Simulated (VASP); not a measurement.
Set up this calculation in VASP 6.6.1, as the native input.

- Task: single point
- Functional: PBE
- Potentials or basis: VASP PAW PBE potentials, release 64 (Sr_sv, O)
- Cutoff: 600 eV
- k mesh: 6 × 6 × 6
- Occupations: gaussian, width 0.01 eV
- Spin: no spin polarisation
- Dipole correction: no
- Further INCAR settings: ALGO = Normal; EDIFF = 1e-06; NBANDS = 15

The structure of SrO lies in POSCAR:

```
SrO
1.0
    0.0000000000      2.5361572723      2.5361572723
    2.5361572723      0.0000000000      2.5361572723
    2.5361572723      2.5361572723      0.0000000000
Sr O
1 1
Direct
    0.5000000000      0.5000000000      0.5000000000
    0.0000000000      0.0000000000      0.0000000000
```

These files were run (other wordings do the same):

INCAR

```
SYSTEM = SrO
PREC     = Accurate       ! precision mode
ENCUT    = 600            ! plane-wave cutoff, eV
EDIFF    = 1E-6           ! SCF threshold, eV
ISMEAR   = 0              ! smearing method
SIGMA    = 0.01           ! smearing width, eV
LREAL    = .FALSE.        ! projectors in reciprocal space
LASPH    = .TRUE.         ! aspherical terms in the spheres
NELM     = 120            ! most SCF steps
ALGO     = Normal         ! electronic algorithm
ISIF     = 2              ! what is computed and relaxed
LWAVE    = .FALSE.        ! write WAVECAR
LCHARG   = .FALSE.        ! write CHGCAR
GGA      = PE             ! functional
NBANDS   = 15             ! bands
GGA_COMPAT= .FALSE.
```

KPOINTS

```
Automatic mesh
0
G
  6 6 6
  0 0 0
```

Potentials or basis: VASP PAW PBE potentials, release 64 (Sr_sv, O).

Launch:

```bash
$ cat potpaw_PBE.64/Sr_sv/POTCAR potpaw_PBE.64/O/POTCAR > POTCAR
$ mpirun -np 1 vasp_std > vasp.out
```

Results of the run:

```json
{"Pressure": "7.7 GPa", "Band gap on the k mesh": "3.24 eV (least direct gap 3.30 eV)"}
```

Caveat: the cell stands under pressure.

Wall time 20 s on 1 thread of AMD EPYC 7R43 64-Core Processor (Zen 3), on a shared host, peak memory 0.14 GiB.
